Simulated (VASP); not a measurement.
Set up this calculation in VASP 6.6.1, as the native input.

| Item | Value |
| --- | --- |
| Task | relaxation of cell and atoms |
| Functional | PBE |
| Potentials or basis | VASP PAW PBE potentials, release 64 (Be) |
| Cutoff | 600 eV |
| k mesh | 30 × 30 × 30 |
| Occupations | gaussian, width 0.1 eV |
| Spin | no spin polarisation |
| Dipole correction | no |
| Further INCAR settings | ALGO = Normal; EDIFF = 1e-06; IBRION = 2; EDIFFG = -0.01; NSW = 100; ISIF = 3 |

The structure of Be lies in POSCAR:

```
Be
1.0
    0.0000000000      1.5778609078      1.5778609078
    1.5778609078      0.0000000000      1.5778609078
    1.5778609078      1.5778609078      0.0000000000
Be
1
Direct
    0.0000000000      0.0000000000      0.0000000000
```

This isn't the form of Be at room conditions, which is hcp.

The input as run:

INCAR

```
SYSTEM = Be
  PREC = Accurate
  ENCUT = 600
  EDIFF = 1E-6
  ISMEAR = 0
  SIGMA = 0.1
  LREAL = .FALSE.
  LASPH = .TRUE.
  NELM = 80
  ALGO = Normal
  ISIF = 3
  LWAVE = .FALSE.
  LCHARG = .FALSE.
  GGA = PE
  IBRION = 2
  NSW = 100
  EDIFFG = -0.01
```

KPOINTS

```
regular mesh
0
G
  30 30 30
  0 0 0
```

Potentials or basis: VASP PAW PBE potentials, release 64 (Be).

The run is started by

```bash
$ cat potpaw_PBE.64/Be/POTCAR > POTCAR
$ mpirun -np 1 vasp_std > vasp.out
```

Results of the run:

- Relaxed volume: 7.87 Å³/atom
- Relaxed cell: a = 2.233 Å, b = 2.233 Å, c = 2.233 Å, α = 60.00°, β = 60.00°, γ = 60.00°
- Space group after relaxing (to 0.1 Å): Fm-3m (No. 225)
- Energy gained by relaxing: 0.0 meV/atom
- Ionic steps: 2
- Pressure after relaxing: 0.1 GPa
- Band gap on the k mesh: zero (bands 1 and 2 overlap by 0.70 eV)

Run time: 28 s on 1 thread of Intel Xeon 8259CL, on a shared host, peak memory 0.15 GiB.
